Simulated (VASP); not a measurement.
# W: single point with PBEsol

Crystal: W.

```
W
1.0
     0.10552    2.08411    2.08411
     2.08411    0.10552    2.08411
     2.08411    2.08411    0.10552
W
1
Direct
  0.00000 0.00000 0.00000
```

This cell differs from its parent crystal: ratio of the length along [111] to the lengths across it x 1.08, volume and fractional coordinates fixed.

- Program: VASP 6.6.1
- Task: single point
- Functional: PBEsol
- Potentials or basis: VASP PAW PBE potentials, release 64 (W_sv)
- Cutoff: 520 eV
- k mesh: 22 × 22 × 22
- Occupations: gaussian, width 0.15 eV
- Spin: no spin polarisation
- Dipole correction: no
- Further INCAR settings: ALGO = Fast; EDIFF = 1e-07; NBANDS = 13

```yaml
Pressure: -11.2 GPa
Band_gap_on_the_k_mesh: zero (band 7 reaches 13.05 eV, above the bottom of band 8 at 9.54 eV)
```

Stress tensor (GPa, compression positive):
```
-11.17  -0.67  -0.67
 -0.67 -11.17  -0.67
 -0.67  -0.67 -11.17
```

Levels at points of the mesh, in eV from the Fermi level:
```csv
k point,band 4,band 5,band 6,band 7,band 8,band 9,band 10,band 11
"(0.00, 0.00, 0.00)",-37.33,-9.00,-1.52,-0.27,-0.27,2.50,2.50,12.64
"(0.50, 0.00, 0.00)",-37.54,-5.55,-1.60,-0.26,0.78,4.19,5.47,10.39
"(0.50, 0.50, 0.00)",-37.71,-5.46,-4.52,2.89,4.55,5.38,5.82,10.73
"(0.50, 0.50, 0.50)",-37.42,-5.78,-0.60,-0.60,-0.24,4.59,4.59,8.85
```

Wall time 8.3 min on 1 thread of AMD EPYC 7R13, on a shared host, peak memory 0.29 GiB.

Caveat: the PAW data sets were made with another functional, which shifts forces and pressure a little; spin-orbit coupling is left out, which moves the levels of the heavy elements.
